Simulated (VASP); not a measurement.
# LiH13O7 in VASP: single point with PBE+D3(BJ)

Aim: the single point of LiH13O7 with PBE+D3(BJ).

Everything below comes from runs of VASP 6.6.1. Logs are shortened: lines on timing, memory, paths and dates and some standing lists are left out, and cuts for length are marked.

## Step 1: The cell of the first run

The cell holds an amorphous packing of atoms, 21 atoms: a = 5.638 Å, b = 5.638 Å, c = 5.638 Å, α = 90.00°, β = 90.00°, γ = 90.00°.

## Step 2: Single point, PBE+D3(BJ)

INCAR

```
PREC = Accurate
ENCUT = 520
EDIFF = 1E-7
ISMEAR = -1
SIGMA = 0.02
LREAL = Auto
LASPH = T
NELM = 80
ALGO = Normal
ISIF = 2
LWAVE = F
LCHARG = F
GGA = PE
IVDW = 12
NBANDS = 45
```

KPOINTS

```
regular mesh
0
Gamma
  1 1 1
```

POSCAR

```
LiH13O7
1.0
    5.6378390000      0.0000000000      0.0000000000
    0.0000000000      5.6378390000      0.0000000000
    0.0000000000      0.0000000000      5.6378390000
O H Li
7 13 1
Direct
    0.2435621735      0.2616452705     -0.0576105752
    0.9154154651      0.0968992930      0.3106528130
    0.2052841630      0.6703491897      0.6983806198
    0.5872158905      0.4446248225      0.4730092188
    0.3867554187      0.9043685854      0.2790082299
    0.6679624005      1.0468217809      0.7966523717
    0.7606854016      0.7177699300      1.0899789971
    0.4054089167      0.2076424178     -0.0970432025
    0.2129374754      0.1885074679      0.0970591793
    0.8784528944      0.2214404412      0.1975571662
    0.8914299348     -0.0577465145      0.2202259750
    0.2088279383      0.5313921545      0.8071737024
    0.2341994152      0.8075454172      0.7992576478
    0.6646447914      0.5421922310      0.3491649761
    0.4686773744      0.5453785791      0.5518842037
    0.2763896021      0.8071402956      0.3696803883
    0.4979777483      0.7959103622      0.1936924183
    0.8202926011      1.1273261878      0.7832598881
    0.7036008090      0.9012914442      0.9066085195
    0.8343507483      0.6078653779      0.9797438820
    0.5987858378      0.1043697661      0.4668323807
```

Potentials or basis: VASP PAW PBE potentials, release 64 (O, H, Li_sv).

The run is started by

```bash
> cat potpaw_PBE.64/O/POTCAR potpaw_PBE.64/H/POTCAR potpaw_PBE.64/Li_sv/POTCAR > POTCAR
> mpirun -np 1 vasp_gam > vasp.out
```

OUTCAR:

```text
PREC = Accurate
   ENCUT = 520
   EDIFF = 1E-7
   ISMEAR = -1
   LREAL = Auto
   LASPH = T
   NELM = 80
   ISIF = 2
   GGA = PE
   IVDW = 12
 IVDW          = 12

 ion  position               nearest neighbor table
   1  0.244  0.262  0.942-   9 0.98   8 0.99
   2  0.915  0.097  0.311-  10 0.97  11 1.02  21 1.99
   3  0.205  0.670  0.698-  13 0.97  12 1.00
   4  0.587  0.445  0.473-  15 0.98  14 0.99  21 1.92
   5  0.387  0.904  0.279-  16 0.97  17 1.00  21 1.95
   6  0.668  0.047  0.797-  18 0.97  19 1.05  21 1.93
   7  0.761  0.718  0.090-  20 0.97
   8  0.405  0.208  0.903-   1 0.99
   9  0.213  0.189  0.097-   1 0.98
  10  0.878  0.221  0.198-   2 0.97
  11  0.891  0.942  0.220-   2 1.02
  12  0.209  0.531  0.807-   3 1.00
  13  0.234  0.808  0.799-   3 0.97
  14  0.665  0.542  0.349-   4 0.99
  15  0.469  0.545  0.552-   4 0.98
  16  0.276  0.807  0.370-   5 0.97
  17  0.498  0.796  0.194-   5 1.00
  18  0.820  0.127  0.783-   6 0.97
  19  0.704  0.901  0.907-   6 1.05
  20  0.834  0.608  0.980-   7 0.97
  21  0.599  0.104  0.467-   4 1.92   6 1.93   5 1.95   2 1.99

  LATTYP: Found a simple cubic cell.
 ALAT       =     5.6378390000

  Lattice vectors:

 A1 = (   5.6378390000,   0.0000000000,   0.0000000000)
 A2 = (   0.0000000000,   5.6378390000,   0.0000000000)
 A3 = (   0.0000000000,   0.0000000000,   5.6378390000)

Analysis of symmetry for initial positions (statically):
=====================================================================
 Subroutine PRICEL returns:
 Original cell was already a primitive cell.

 Routine SETGRP: Setting up the symmetry group for a
 simple cubic supercell.

 Subroutine GETGRP returns: Found  1 space group operations
 (whereof  1 operations were pure point group operations)
 out of a pool of 48 trial point group operations.

The static configuration has the point symmetry C_1 .

Analysis of symmetry for dynamics (positions and initial velocities):
=====================================================================
 Subroutine PRICEL returns:
 Original cell was already a primitive cell.

 Routine SETGRP: Setting up the symmetry group for a
 simple cubic supercell.

 Subroutine GETGRP returns: Found  1 space group operations
 (whereof  1 operations were pure point group operations)
 out of a pool of 48 trial point group operations.

The dynamic configuration has the point symmetry C_1 .

 Subroutine INISYM returns: Found  1 space group operations
 (whereof  1 operations are pure point group operations),
 and found     1 'primitive' translations

----------------------------------------------------------------------------------------

                                     Primitive cell

  volume of cell :     179.2000

  direct lattice vectors                    reciprocal lattice vectors
     5.637839000  0.000000000  0.000000000     0.177372926  0.000000000  0.000000000
     0.000000000  5.637839000  0.000000000     0.000000000  0.177372926  0.000000000
     0.000000000  0.000000000  5.637839000     0.000000000  0.000000000  0.177372926

  length of vectors
     5.637839000  5.637839000  5.637839000     0.177372926  0.177372926  0.177372926

  position of ions in fractional coordinates (direct lattice)
     0.243562174  0.261645270  0.942389425
     0.915415465  0.096899293  0.310652813
     0.205284163  0.670349190  0.698380620
     0.587215890  0.444624823  0.473009219
     0.386755419  0.904368585  0.279008230
     0.667962401  0.046821781  0.796652372
[... 13 lines left out ...]
     0.834350748  0.607865378  0.979743882
     0.598785838  0.104369766  0.466832381

  ion indices of the primitive-cell ions
   primitive index   ion index
                 1           1
                 2           2
                 3           3
                 4           4
                 5           5
                 6           6
[... 13 lines left out ...]
                20          20
                21          21

----------------------------------------------------------------------------------------

 KPOINTS: regular mesh

Automatic generation of k-mesh.
 Grid dimensions read from file:
 generate k-points for:    1    1    1

 Generating k-lattice:

  Cartesian coordinates                     Fractional coordinates (reciprocal lattice)
     0.177372926  0.000000000  0.000000000     1.000000000  0.000000000  0.000000000
     0.000000000  0.177372926  0.000000000     0.000000000  1.000000000  0.000000000
     0.000000000  0.000000000  0.177372926     0.000000000  0.000000000  1.000000000

  Length of vectors
     0.177372926  0.177372926  0.177372926

  Shift w.r.t. Gamma in fractional coordinates (k-lattice)
     0.000000000  0.000000000  0.000000000

 Subroutine IBZKPT returns following result:
 ===========================================

 Found      1 irreducible k-points:

 Following reciprocal coordinates:
            Coordinates               Weight
  0.000000  0.000000  0.000000      1.000000
   k-points           NKPTS =      1   k-points in BZ     NKDIM =      1   number of bands    NBANDS=     45
   number of dos      NEDOS =    301   number of ions     NIONS =     21
   total plane-waves  NPLWV =  74088
   dimension x,y,z NGX =    42 NGY =   42 NGZ =   42
   dimension x,y,z NGXF=    84 NGYF=   84 NGZF=   84
   ions per type =               7  13   1
   NGX,Y,Z   is equivalent  to a cutoff of  12.38, 12.38, 12.38 a.u.
   NGXF,Y,Z  is equivalent  to a cutoff of  24.77, 24.77, 24.77 a.u.
 SYSTEM =  unknown system
   PREC   = accura    normal or accurate (medium, high low for compatibility)
   ISTART =      0    job   : 0-new  1-cont  2-samecut
   ICHARG =      2    charge: 1-file 2-atom 10-const
   ISPIN  =      1    spin polarized calculation?
   LNONCOLLINEAR =      F non collinear calculations
   LSORBIT =      F    spin-orbit coupling
   LASPH  =      T    aspherical Exc in radial PAW
   ENCUT  =  520.0 eV  38.22 Ry    6.18 a.u.  10.48 10.48 10.48*2*pi/ulx,y,z
   NELM   =     80;   NELMIN=  2; NELMDL= -5     # of ELM steps
   EDIFF  = 0.1E-06   stopping-criterion for ELM
   LREAL  =      T    real-space projection
   EDIFFG = 0.1E-05   stopping-criterion for IOM
   NSW    =      0    number of steps for IOM
   IBRION =     -1    ionic relax: 0-MD 1-quasi-New 2-CG
   NFREE  =      0    steps in history (QN), initial steepest desc. (CG)
   ISIF   =      2    stress and relaxation
   ISYM   =      2    0-nonsym 1-usesym 2-fastsym
   POTIM  = 0.5000    time-step for ionic-motion
   TEBEG  =    0.0;   TEEND  =   0.0 temperature during run
   PSTRESS=    0.0 pullay stress
   NELECT =      58.0000    total number of electrons
   NUPDOWN=      -1.0000    fix difference up-down
   EMIN   =  10.00;   EMAX   =-10.00  energy-range for DOS
   EFERMI =   0.00;   METHOD = LEGACY
   ISMEAR =    -1;   SIGMA  =   0.02  broadening in eV -4-tet -1-fermi 0-gaus
   EFERMI_NEDOS =   21; number of points for ismear=-14 and -15
   IALGO  =     38    algorithm
   IMIX   =      4    mixing-type and parameters
     AMIX     =   0.40;   BMIX     =  1.00
     AMIX_MAG =   1.60;   BMIX_MAG =  1.00
  volume/ion in A,a.u.               =       8.53        57.59
  Fermi-wavevector in a.u.,A,eV,Ry     =   1.124013  2.124077 17.189684  1.263406
  Thomas-Fermi vector in A             =   2.260683
   LORBIT       =      0    0 simple, 1 ext, 2 COOP (PROOUT), +10 PAW based schemes
   GGA     = PE    functional components
   LHFCALC =     F    Hartree Fock is set to
   AEXX    =    0.0000 exact exchange contribution
   IVDW    =    12    specifies the selected vdW correction
   LEPSILON=     F    determine dielectric tensor
   LRPA    =     F    only Hartree local field effects (RPA)
 non-spin polarized calculation
  energy-cutoff  :      520.00
  volume of cell :      179.20
 maximum number of plane-waves:      2401
 NGX is ok and might be reduce to    42
   NGX = 21   NGY = 21   NGZ = 21

 number of electron      57.9999990 magnetization

 Free energy of the ion-electron system (eV)
  ---------------------------------------------------
  ext. energy  EPLUGINS =         0.00000000
  ---------------------------------------------------
  free energy    TOTEN  =      -102.39492872 eV

  energy without entropy =     -102.39492872  energy(sigma->0) =     -102.39492872

 E-fermi :  -2.0245     XC(G=0):  -7.6271

 val. band max:       -2.5023368325   @ k =   0.0000   0.0000   0.0000
 cond. band min:       1.9017395474   @ k =   0.0000   0.0000   0.0000
 fundamental gap:      4.4040763799
 Fermi energy:        -2.0244594450

 k-point     1 :       0.0000    0.0000    0.0000
  band No.  band energies     occupation
      1     -44.5880      2.00000
      2     -21.7868      2.00000
      3     -21.3372      2.00000
      4     -21.2299      2.00000
      5     -21.0839      2.00000
      6     -21.0525      2.00000
[... 33 lines left out ...]
     40       8.8404      0.00000
     41       9.1695      0.00000
 [bands above 41 left out]

------------------------ aborting loop because EDIFF is reached ----------------------------------------

 Edisp (eV)   -1.01765

 E8    (eV) :    -0.2348

  FORCE on cell =-STRESS in cart. coord.  units (eV):
  Direction    XX          YY          ZZ          XY          YZ          ZX
  --------------------------------------------------------------------------------------
  -------------------------------------------------------------------------------------
  Total       0.58287    -0.00649     0.61803    -0.87927    -0.42308    -0.33558
  in kB       5.21131    -0.05805     5.52563    -7.86130    -3.78265    -3.00030
  external pressure =        3.56 kB  Pullay stress =        0.00 kB

 VOLUME and BASIS-vectors are now :
 -----------------------------------------------------------------------------
  energy-cutoff  :      520.00
  volume of cell :      179.20
      direct lattice vectors                 reciprocal lattice vectors
     5.637839000  0.000000000  0.000000000     0.177372926  0.000000000  0.000000000
     0.000000000  5.637839000  0.000000000     0.000000000  0.177372926  0.000000000
     0.000000000  0.000000000  5.637839000     0.000000000  0.000000000  0.177372926

 POSITION                                       TOTAL-FORCE (eV/Angst)
 -----------------------------------------------------------------------------------
      1.37316      1.47511      5.31304        -0.056320      0.041733     -0.047137
      5.16097      0.54630      1.75141        -0.032525     -0.031473      0.003564
      1.15736      3.77932      3.93736         0.000159     -0.071578     -0.012528
      3.31063      2.50672      2.66675         0.025233     -0.049278      0.004351
      2.18046      5.09868      1.57300        -0.030300      0.047557     -0.026965
      3.76586      0.26397      4.49140        -0.075462     -0.010758      0.046201
[... 13 lines left out ...]
      4.70394      3.42705      5.52364        -0.001895     -0.043343      0.016192
      3.37586      0.58842      2.63193        -0.026659      0.088589      0.031391
 -----------------------------------------------------------------------------------
    total drift:                                0.004175     -0.001486      0.001333

  FREE ENERGIE OF THE ION-ELECTRON SYSTEM (eV)
  ---------------------------------------------------
  free  energy   TOTEN  =      -103.4125813466 eV

  energy  without entropy=     -103.4125813466  energy(sigma->0) =     -103.41258135
```

Run time: 30 s. Hardware: 1 thread of Intel Xeon 6975P-C, shared host; peak memory 0.24 GiB.

Results:

* Free energy: -103.4126 eV
* Largest force: 0.170 eV/Å
* Band gap on the k mesh: 4.40 eV
* Dispersion energy per atom: -0.048 eV

Forces in eV/Å, atoms in the order of the input:
```
O   -0.056  0.042 -0.047
O   -0.033 -0.031  0.004
O    0.000 -0.072 -0.013
O    0.025 -0.049  0.004
O   -0.030  0.048 -0.027
O   -0.075 -0.011  0.046
O    0.071 -0.066 -0.006
H    0.121 -0.063 -0.054
H    0.078 -0.049  0.118
H   -0.007  0.071 -0.018
H   -0.025 -0.046 -0.034
H   -0.059 -0.034 -0.016
H    0.002  0.085  0.024
H    0.010  0.056 -0.051
H   -0.071  0.045  0.033
H   -0.063 -0.001  0.082
H    0.092 -0.061 -0.111
H    0.137  0.086 -0.053
H   -0.088  0.004  0.071
H   -0.002 -0.043  0.016
Li  -0.027  0.089  0.031
```

Levels at points of the mesh, in eV from the valence-band top:
```tsv
k point	band 27	band 28	band 29	band 30	band 31	band 32
(0.00, 0.00, 0.00)	-0.75	-0.13	0.00	4.40	7.75	8.40
```

Caveat: the k points lie up to 1.11 Å⁻¹ apart; the cutoff is under 1.25 times the usual one of these potentials, so pressure, stress and relaxed cells hold a basis-set (Pulay) error.
